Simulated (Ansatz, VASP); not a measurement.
# One calculation of Ca3Sn3N2, two programs

```
Ca Sn N
1.0
     3.64947    0.00000    0.00000
     0.00000    3.64947    0.00000
     0.00000    0.00000   13.38014
Ca Sn N
3 3 2
Direct
  0.00000 0.00000 0.00000
  0.50000 0.50000 0.81547
  0.50000 0.50000 0.18453
  0.00000 0.00000 0.65718
  0.00000 0.00000 0.34282
  0.50000 0.50000 0.50000
  0.00000 0.00000 0.81893
  0.00000 0.00000 0.18107
```

Alike in both runs: functional PBE; k mesh 5 × 5 × 2; occupations gaussian, width 0.2 eV; no spin polarisation.

Ansatz relaxed the structure, and its values are those at the end. VASP's run is a single point on that final structure, the one shown.

|  | VASP | Ansatz |
| --- | --- | --- |
| version | VASP 6.6.1 | Ansatz 0.2.0 |
| potentials or method | VASP PAW PBE potentials, release 64 (Ca_sv, Sn_d, N), cutoff 520 eV | scalar-relativistic, plane waves, PAW |
| valence electrons in the cell | 82 | 82 |

Ansatz gave:

| Property | Result |
| --- | --- |
| gap on the k mesh at the Fermi level (eV) | none |
| pressure (GPa) | 0.1 |
| rms of the force components (eV/Å) | 0.013 |

Which values does VASP return?

gap on the k mesh at the Fermi level (eV): none; pressure (GPa): 0.2; rms of the force components (eV/Å): 0.010.

A gap of «none» marks a metal or a gap that the smearing closes.
